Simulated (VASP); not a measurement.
Write the native input for VASP 6.6.1 that does the following.

- Task: single point
- Functional: PBE
- Potentials or basis: VASP PAW PBE potentials, release 64 (In_d, Pd)
- Cutoff: 520 eV
- k mesh: 8 × 8 × 8
- Occupations: fermi-dirac, width 0.05 eV
- Spin: no spin polarisation
- Dipole correction: no
- Further INCAR settings: ALGO = Fast; EDIFF = 1e-06; NBANDS = 18

The structure of InPd lies in POSCAR:

```
InPd
1.0
    0.0000000000      2.6900120256      2.6900120256
    2.6900120256      0.0000000000      2.6900120256
    2.6900120256      2.6900120256      0.0000000000
In Pd
1 1
Direct
    0.0000000000      0.0000000000      0.0000000000
    0.5000000000      0.5000000000      0.5000000000
```

One way to write it, as run:

INCAR

```
  PREC = Accurate
  ENCUT = 520
  EDIFF = 1E-6
  ISMEAR = -1
  SIGMA = 0.05
  LREAL = F
  LASPH = T
  NELM = 80
  ALGO = Fast
  ISIF = 2
  LWAVE = F
  LCHARG = T
  GGA = PE
  LELF = T
  LVHAR = T
  NBANDS = 18
```

KPOINTS

```
Automatic mesh
0
Gamma
  8 8 8
```

Potentials or basis: VASP PAW PBE potentials, release 64 (In_d, Pd).

Launch:

```bash
$ cat potpaw_PBE.64/In_d/POTCAR potpaw_PBE.64/Pd/POTCAR > POTCAR
$ mpirun -np 1 vasp_std > vasp.out
```

Results of the run:

The pressure is 6.6 GPa.

Run time: 12 s on 1 thread of Intel(R) Xeon(R) 6975P-C (Granite Rapids), on a shared host, peak memory 0.15 GiB.
